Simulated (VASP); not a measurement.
# TiO2 (P3m1) in VASP: relaxation of cell and atoms with PBE

Aim: the relaxation of cell and atoms of TiO2 with PBE.

Program: VASP 6.6.1. These are calculated values, not measurements. Logs are shortened: lines on timing, memory, paths and dates and some standing lists are left out, and cuts for length are marked.

## Step 1: The cell of the first run

Symmetry: P3m1, No. 156, trigonal system. The conventional cell has a = 3.015 Å, b = 3.015 Å, c = 4.220 Å, α = 90.00°, β = 90.00°, γ = 120.00°. Ti (site symmetry 3m) has 6 O at 1.94 to 2.00 Å within 2.6 Å. O (site symmetry 3m) has 3 Ti at 1.94 Å and 3 O at 2.53 Å within 2.6 Å. O (site symmetry 3m) has 3 Ti at 2.00 Å and 3 O at 2.53 Å within 2.6 Å.

The cell was generated, and may not be a known phase.

## Step 2: Relaxation of cell and atoms, PBE, collinear spin

Input file INCAR:

```
SYSTEM = TiO2
ALGO = Normal
EDIFF = 1E-7
EDIFFG = -0.04
ENCUT = 1340
GGA = PE
GGA_COMPAT = .FALSE.
IBRION = 2
ISIF = 3
ISMEAR = 0
ISPIN = 2
LASPH = .TRUE.
LCHARG = .FALSE.
LMAXMIX = 4
LORBIT = 11
LREAL = .FALSE.
LWAVE = .FALSE.
MAGMOM = 1 0 0
NELM = 200
NELMIN = 4
NSW = 90
PREC = Accurate
SIGMA = 0.1
```

Input file KPOINTS:

```
k-points
0
G
  6 6 4
  0 0 0
```

Input file POSCAR:

```
TiO2
1.0
    3.0146707600      0.0000000000      0.0000000000
   -1.5073353800      2.6107814600      0.0000000000
    0.0000000000      0.0000000000      4.2197756600
Ti O
1 2
Direct
    0.0000000000      0.0000000000      0.7781499200
    0.3333333300      0.6666666700      0.9835939400
    0.6666666700      0.3333333300      0.5469803600
```

Potentials or basis: VASP PAW PBE potentials, release 64 (Ti_sv, O_h).

Run with:

```sh
> cat potpaw_PBE.64/Ti_sv/POTCAR potpaw_PBE.64/O_h/POTCAR > POTCAR
> mpirun -np 1 vasp_std > vasp.out
```

OUTCAR:

```text
SYSTEM = TiO2
   EDIFF = 1E-7
   EDIFFG = -0.04
   ENCUT = 1340
   GGA = PE
   IBRION = 2
   ISIF = 3
   ISMEAR = 0
   ISPIN = 2
   LASPH = .TRUE.
   LORBIT = 11
   LREAL = .FALSE.
   NELM = 200
   NELMIN = 4
   NSW = 90
   PREC = Accurate

 ion  position               nearest neighbor table
   1  0.000  0.000  0.778-   2 1.94   2 1.94   2 1.94   3 2.00   3 2.00   3 2.00
   2  0.333  0.667  0.984-   1 1.94   1 1.94   1 1.94
   3  0.667  0.333  0.547-   1 2.00   1 2.00   1 2.00

  LATTYP: Found a hexagonal cell.
 ALAT       =     3.0146707600
 C/A-ratio  =     1.3997467704

  Lattice vectors:

 A1 = (   3.0146707600,   0.0000000000,   0.0000000000)
 A2 = (  -1.5073353800,   2.6107814600,   0.0000000000)
 A3 = (   0.0000000000,   0.0000000000,   4.2197756600)

Analysis of symmetry for initial positions (statically):
=====================================================================
 Subroutine PRICEL returns:
 Original cell was already a primitive cell.

 Routine SETGRP: Setting up the symmetry group for a
 hexagonal supercell.

 Subroutine GETGRP returns: Found  6 space group operations
 (whereof  6 operations were pure point group operations)
 out of a pool of 24 trial point group operations.

The static configuration has the point symmetry C_3v.

Analysis of symmetry for dynamics (positions and initial velocities):
=====================================================================
 Subroutine PRICEL returns:
 Original cell was already a primitive cell.

 Routine SETGRP: Setting up the symmetry group for a
 hexagonal supercell.

 Subroutine GETGRP returns: Found  6 space group operations
 (whereof  6 operations were pure point group operations)
 out of a pool of 24 trial point group operations.

The dynamic configuration has the point symmetry C_3v.

Analysis of structural, dynamic, and magnetic symmetry:
=====================================================================
 Subroutine PRICEL returns:
 Original cell was already a primitive cell.

 Routine SETGRP: Setting up the symmetry group for a
 hexagonal supercell.

 Subroutine GETGRP returns: Found  6 space group operations
 (whereof  6 operations were pure point group operations)
 out of a pool of 24 trial point group operations.

The overall configuration has the point symmetry C_3v.

 Subroutine INISYM returns: Found  6 space group operations
 (whereof  6 operations are pure point group operations),
 and found     1 'primitive' translations

----------------------------------------------------------------------------------------

                                     Primitive cell

  volume of cell :      33.2124

  direct lattice vectors                    reciprocal lattice vectors
     3.014670760  0.000000000  0.000000000     0.331711182  0.191513540  0.000000000
    -1.507335380  2.610781460  0.000000000     0.000000000  0.383027080  0.000000000
     0.000000000  0.000000000  4.219775660     0.000000000  0.000000000  0.236979423

  length of vectors
     3.014670760  3.014670758  4.219775660     0.383027080  0.383027080  0.236979423

  position of ions in fractional coordinates (direct lattice)
     0.000000000  0.000000000  0.778149920
     0.333333330  0.666666670  0.983593940
     0.666666670  0.333333330  0.546980360

  ion indices of the primitive-cell ions
   primitive index   ion index
                 1           1
                 2           2
                 3           3

----------------------------------------------------------------------------------------

 KPOINTS: k-points

Automatic generation of k-mesh.
 Grid dimensions read from file:
 generate k-points for:    6    6    4

 Generating k-lattice:

  Cartesian coordinates                     Fractional coordinates (reciprocal lattice)
     0.055285197  0.031918923  0.000000000     0.166666667 -0.000000000  0.000000000
     0.000000000  0.063837847  0.000000000     0.000000000  0.166666667  0.000000000
     0.000000000  0.000000000  0.059244856     0.000000000  0.000000000  0.250000000

  Length of vectors
     0.063837847  0.063837847  0.059244856

  Shift w.r.t. Gamma in fractional coordinates (k-lattice)
     0.000000000  0.000000000  0.000000000

 Subroutine IBZKPT returns following result:
 ===========================================

 Found     24 irreducible k-points:

 Following reciprocal coordinates:
            Coordinates               Weight
  0.000000  0.000000  0.000000      1.000000
  0.166667 -0.000000  0.000000      6.000000
  0.333333  0.000000  0.000000      6.000000
  0.500000  0.000000  0.000000      3.000000
  0.166667  0.166667  0.000000      6.000000
  0.333333  0.166667  0.000000     12.000000
[... 16 lines left out ...]
  0.333333  0.166667  0.500000     12.000000
  0.333333  0.333333  0.500000      2.000000
   k-points           NKPTS =     24   k-points in BZ     NKDIM =     24   number of bands    NBANDS=     17
   number of dos      NEDOS =    301   number of ions     NIONS =      3
   total plane-waves  NPLWV =  64800
   dimension x,y,z NGX =    36 NGY =   36 NGZ =   50
   dimension x,y,z NGXF=    72 NGYF=   72 NGZF=  100
   ions per type =               1   2
   NGX,Y,Z   is equivalent  to a cutoff of  19.85, 19.85, 19.70 a.u.
   NGXF,Y,Z  is equivalent  to a cutoff of  39.70, 39.70, 39.40 a.u.
 SYSTEM =  TiO2
   PREC   = accura    normal or accurate (medium, high low for compatibility)
   ISTART =      0    job   : 0-new  1-cont  2-samecut
   ICHARG =      2    charge: 1-file 2-atom 10-const
   ISPIN  =      2    spin polarized calculation?
   LNONCOLLINEAR =      F non collinear calculations
   LSORBIT =      F    spin-orbit coupling
   LASPH  =      T    aspherical Exc in radial PAW
   ENCUT  = 1340.0 eV  98.49 Ry    9.92 a.u.   9.00  9.00 12.60*2*pi/ulx,y,z
   NELM   =    200;   NELMIN=  4; NELMDL= -5     # of ELM steps
   EDIFF  = 0.1E-06   stopping-criterion for ELM
   LREAL  =      F    real-space projection
   EDIFFG = -.4E-01   stopping-criterion for IOM
   NSW    =     90    number of steps for IOM
   IBRION =      2    ionic relax: 0-MD 1-quasi-New 2-CG
   NFREE  =      1    steps in history (QN), initial steepest desc. (CG)
   ISIF   =      3    stress and relaxation
   ISYM   =      2    0-nonsym 1-usesym 2-fastsym
   POTIM  = 0.5000    time-step for ionic-motion
   TEBEG  =    0.0;   TEEND  =   0.0 temperature during run
   PSTRESS=    0.0 pullay stress
   NELECT =      24.0000    total number of electrons
   NUPDOWN=      -1.0000    fix difference up-down
   EMIN   =  10.00;   EMAX   =-10.00  energy-range for DOS
   EFERMI =   0.00;   METHOD = LEGACY
   ISMEAR =     0;   SIGMA  =   0.10  broadening in eV -4-tet -1-fermi 0-gaus
   EFERMI_NEDOS =   21; number of points for ismear=-14 and -15
   IALGO  =     38    algorithm
   IMIX   =      4    mixing-type and parameters
     AMIX     =   0.40;   BMIX     =  1.00
     AMIX_MAG =   1.60;   BMIX_MAG =  1.00
  volume/ion in A,a.u.               =      11.07        74.71
  Fermi-wavevector in a.u.,A,eV,Ry     =   1.469080  2.776158 29.364023  2.158195
  Thomas-Fermi vector in A             =   2.584500
   LORBIT       =     11    0 simple, 1 ext, 2 COOP (PROOUT), +10 PAW based schemes
   GGA     = PE    functional components
   LHFCALC =     F    Hartree Fock is set to
   AEXX    =    0.0000 exact exchange contribution
   IVDW    =     0    specifies the selected vdW correction
   LEPSILON=     F    determine dielectric tensor
   LRPA    =     F    only Hartree local field effects (RPA)
 conjugate gradient relaxation of ions
 spin polarized calculation
 Gauss-broadening in eV      SIGMA  =   0.10
  energy-cutoff  :     1340.00
  volume of cell :       33.21
 maximum number of plane-waves:      3723
   NGX = 17   NGY = 17   NGZ = 25

--------------------------------------- Ionic step        1  -------------------------------------------

 number of electron      23.9999999 magnetization       0.0000089

 number of electron      23.9999999 magnetization      -0.0000081

 Free energy of the ion-electron system (eV)
  ---------------------------------------------------
  ext. energy  EPLUGINS =         0.00000000
  ---------------------------------------------------
  free energy    TOTEN  =       -26.35792586 eV

  energy without entropy =      -26.35792586  energy(sigma->0) =      -26.35792586

------------------------ aborting loop because EDIFF is reached ----------------------------------------

  FORCE on cell =-STRESS in cart. coord.  units (eV):
  Direction    XX          YY          ZZ          XY          YZ          ZX
  --------------------------------------------------------------------------------------
  -------------------------------------------------------------------------------------
  Total        0.3612458      0.3612458      2.2798368      0.0000000      0.0000000      0.0000000
  in kB       17.4266402     17.4266402    109.9802149      0.0000000      0.0000000      0.0000000
  external PRESSURE =      48.2778317 kB  Pullay stress =       0.0000000 kB
[... 96 lines left out ...]
  FREE ENERGIE OF THE ION-ELECTRON SYSTEM (eV)
  ---------------------------------------------------
  free  energy   TOTEN  =       -26.4184058261 eV

  energy  without entropy=      -26.4184058261  energy(sigma->0) =      -26.41840583

 E-fermi :   3.0623     XC(G=0): -10.0780

 val. band max:        2.5801571966   @ k =   0.1667  -0.0000   0.0000
 cond. band min:       5.1642345119   @ k =   0.0000   0.0000   0.5000
 fundamental gap:      2.5840773153
 Fermi energy:         3.0622729312

 spin component 1

 k-point     1 :       0.0000    0.0000    0.0000
  band No.  band energies     occupation
      1     -53.8825      1.00000
      2     -30.1477      1.00000
      3     -29.8640      1.00000
      4     -29.8640      1.00000
      5     -14.9688      1.00000
      6     -13.0993      1.00000
[... 940 lines left out ...]
      4     -30.0068      1.00000
      5     -13.6538      1.00000
      6     -13.5871      1.00000
[... 9 lines left out ...]
     16       8.7928      0.00000
     17       8.8128      0.00000

[... ionic steps 4 to 18 ...]

--------------------------------------- Ionic step       19  -------------------------------------------

 number of electron      23.9999997 magnetization      -0.0000000

 number of electron      23.9999997 magnetization       0.0000000
[... 75 lines left out ...]
 number of electron      23.9999997 magnetization       0.0000000

 number of electron      23.9999997 magnetization      -0.0000000

 Free energy of the ion-electron system (eV)
  ---------------------------------------------------
  ext. energy  EPLUGINS =         0.00000000
  ---------------------------------------------------
  free energy    TOTEN  =       -26.51547895 eV

  energy without entropy =      -26.51547895  energy(sigma->0) =      -26.51547895

 E-fermi :   2.0899     XC(G=0):  -9.4567

 val. band max:        1.5768136963   @ k =   0.1667   0.1667   0.0000
 cond. band min:       4.2320744198   @ k =   0.0000   0.0000   0.5000
 fundamental gap:      2.6552607234
 Fermi energy:         2.0899452908

 spin component 1

 k-point     1 :       0.0000    0.0000    0.0000
  band No.  band energies     occupation
      1     -54.8203      1.00000
      2     -31.0833      1.00000
      3     -30.8010      1.00000
      4     -30.8010      1.00000
      5     -15.8576      1.00000
      6     -14.0704      1.00000
[... 982 lines left out ...]
  FREE ENERGIE OF THE ION-ELECTRON SYSTEM (eV)
  ---------------------------------------------------
  free  energy   TOTEN  =       -26.5154789487 eV

  energy  without entropy=      -26.5154789487  energy(sigma->0) =      -26.51547895

 reached required accuracy - stopping structural energy minimisation

 total charge

# of ion       s       p       d       tot
------------------------------------------
    1        2.213   6.289   1.746  10.247
    2        1.052   2.321   0.000   3.372
    3        1.052   2.321   0.000   3.373
--------------------------------------------------
tot          4.316  10.930   1.746  16.993

 magnetization (x)

# of ion       s       p       d       tot
------------------------------------------
    1       -0.000  -0.000   0.000   0.000
    2        0.000  -0.000   0.000  -0.000
    3        0.000  -0.000   0.000  -0.000
--------------------------------------------------
tot          0.000  -0.000   0.000   0.000
```

It took 15 min on 1 thread of Intel Xeon 6975P-C (Granite Rapids), shared host; peak memory 0.35 GiB.

Results:

```
Free energy                                           : -26.5155 eV
Relaxed volume                                        : 13.72 Å³/atom
Relaxed cell                                          : a = 2.992 Å, b = 2.992 Å, c = 5.306 Å, α = 90.00°, β = 90.00°, γ = 120.00°
Space group after relaxing (to 0.1 Å)                 : P-3m1 (No. 164)
Energy gained by relaxing                             : 52.5 meV/atom
Ionic steps                                           : 21
Pressure after relaxing                               : 0.0 GPa
Largest force after relaxing                          : 0.027 eV/Å
Band gap on the k mesh                                : 2.66 eV (least direct gap 2.86 eV)
Net moment                                            : 0.00 μB per cell
Valence electrons inside the program's atomic spheres : Ti 10.25; O 3.37
```

Forces in eV/Å, atoms in the order of the input:
```
Ti   0.000  0.000  0.018
O    0.000  0.000  0.009
O    0.000  0.000 -0.027
```

The path:
| step | energy change (eV) | largest force (eV/Å) | pressure (GPa) | volume (Å³) |
| --- | --- | --- | --- | --- |
| 1 | 0.0000 | 0.9638 | 4.83 | 33.21 |
| 2 | -0.0480 | 0.8408 | -5.86 | 34.83 |
| 3 | -0.0605 | 0.4053 | -2.87 | 34.32 |
| 4 | -0.0848 | 0.5366 | 2.66 | 33.95 |
| 5 | -0.0863 | 0.4215 | 1.53 | 34.03 |
| 6 | -0.1036 | 0.2347 | 1.83 | 34.41 |
| 7 | -0.1114 | 0.3725 | 2.34 | 34.87 |
| 8 | -0.1233 | 0.4092 | 0.41 | 35.60 |
| 9 | -0.1311 | 0.4715 | -2.13 | 36.69 |
| 10 | -0.1410 | 0.1987 | -0.90 | 36.97 |
| 11 | -0.1452 | 0.1395 | 0.40 | 37.25 |
| 12 | -0.1453 | 0.1792 | 0.70 | 37.31 |
| 13 | -0.1477 | 0.1478 | 0.69 | 37.61 |
| 14 | -0.1526 | 0.1377 | 0.81 | 38.52 |
| 15 | -0.1541 | 0.3251 | 1.29 | 40.32 |
| 16 | -0.1564 | 0.1866 | 0.32 | 40.90 |
| 17 | -0.1566 | 0.1104 | -0.60 | 41.38 |
| 18 | -0.1567 | 0.1189 | -0.34 | 41.23 |
| 19 | -0.1572 | 0.0757 | -0.20 | 41.19 |
| 20 | -0.1575 | 0.0528 | 0.06 | 41.14 |
| 21 | -0.1576 | 0.0274 | -0.04 | 41.15 |

Final structure:
```
Ti O
1.0
     2.99241    0.00000    0.00000
    -1.49621    2.59150    0.00000
     0.00000    0.00000    5.30578
Ti O
1 2
Cartesian
  0.0000 0.0000 4.0826
  0.0000 1.7277 5.0491
  1.4962 0.8638 3.1178
```

Caveat: the volume moved by over 15 % at a fixed basis, so the end points are rough. A k mesh can miss the band edges.
